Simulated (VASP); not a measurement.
A run of VASP 6.6.1:

Contents of INCAR:

```
SYSTEM = Ti
PREC = Accurate ; ENCUT = 520
EDIFF = 1E-7 ; ISMEAR = 0
SIGMA = 0.1 ; LREAL = .False.
LASPH = .True. ; NELM = 100
ALGO = Fast ; ISIF = 2
LWAVE = .False. ; LCHARG = .False.
GGA = PE ; NBANDS = 19
```

Contents of KPOINTS:

```
regular mesh
0
Gamma
  18 18 12
  0 0 0
```

Contents of POSCAR:

```
Ti
1.0
    2.0560175230      2.0560175230      0.0000000000
   -2.0560175230      2.0560175230      0.0000000000
    0.0000000000      0.0000000000      3.8653129432
Ti
2
Direct
    0.0000000000      0.0000000000      0.0000000000
    0.5000000000      0.5000000000      0.5000000000
```

Potentials or basis: VASP PAW PBE potentials, release 64 (Ti_sv).

Launch:

```console
$ cat potpaw_PBE.64/Ti_sv/POTCAR > POTCAR
$ mpirun -np 1 vasp_std > vasp.out
```

Hardware: 1 thread of Intel(R) Xeon(R) 6975P-C (Granite Rapids) (shared host).

Q: How long does it take, and how much memory?

A: It took 4.4 min on 1 thread of Intel(R) Xeon(R) 6975P-C (Granite Rapids), on a shared host, peak memory 0.3 GiB. Counts: scf iterations 49, k points 385.
